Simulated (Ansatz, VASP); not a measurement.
**One calculation of CsSbSI2, two programs**

```
Cs Sb S I
1.0
     6.32170    0.00000    0.00000
     0.00000    6.32170    0.00000
     0.00000    0.00000    5.08504
Cs Sb S I
1 1 1 2
Direct
  0.00000 0.00000 0.00000
  0.50000 0.50000 0.50000
  0.50000 0.50000 0.00000
  0.00000 0.50000 0.50000
  0.50000 0.00000 0.50000
```

Alike in both runs: task single point; functional PBEsol; k mesh 4 × 4 × 4; occupations gaussian, width 0.01 eV; no spin polarisation.

|  | VASP | Ansatz |
| --- | --- | --- |
| version | VASP 6.6.1 | Ansatz 0.2.0 |
| potentials or method | VASP PAW PBE potentials, release 64 (Cs_sv, Sb, S, I), cutoff 520 eV | plane waves, PAW |
| valence electrons in the cell | 34 | 64 |

|  | VASP | Ansatz | Ansatz less VASP |
| --- | --- | --- | --- |
| pressure (GPa) | -1.5 | -1.5 | -0.01 |
| traceless stress, the component that is largest in VASP (GPa) | -0.11 | -0.14 | -0.039 |

VASP's potentials were made for PBE, not for PBEsol. VASP's potentials hold 34 valence electrons a cell and Ansatz's 64, so a difference there can come from the potentials and not from the codes.

Neither program's run includes spin-orbit coupling.
